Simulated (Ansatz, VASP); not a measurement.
# One calculation of Al, two programs

```xyz
1
Lattice="0.0000 2.0307 2.0307 2.0307 0.0000 2.0307 2.0307 2.0307 0.0000" Properties=species:S:1:pos:R:3 pbc="T T T"
Al    0.0000    0.0000    0.0000
```

Change from the starting cell: volume scaled by 1.01, crystal datasets.

Alike in both runs: task electric field gradients; functional PBE; k mesh 14 × 14 × 14; occupations fermi-dirac, width 0.05 eV; no spin polarisation.

```csv
,VASP,Ansatz
version,VASP 6.6.1,Ansatz 0.2.0
potentials or method,"VASP PAW PBE potentials, release 64 (Al), cutoff 520 eV","all-electron PAW with datasets made for the crystal, scalar-relativistic"
```

Ansatz gave:

* pressure (GPa): -1.3

Problem. What did VASP give for the same quantities?

Solution. Pressure (GPa): -1.4.

Ansatz ran all-electron here, and VASP with PAW potentials.
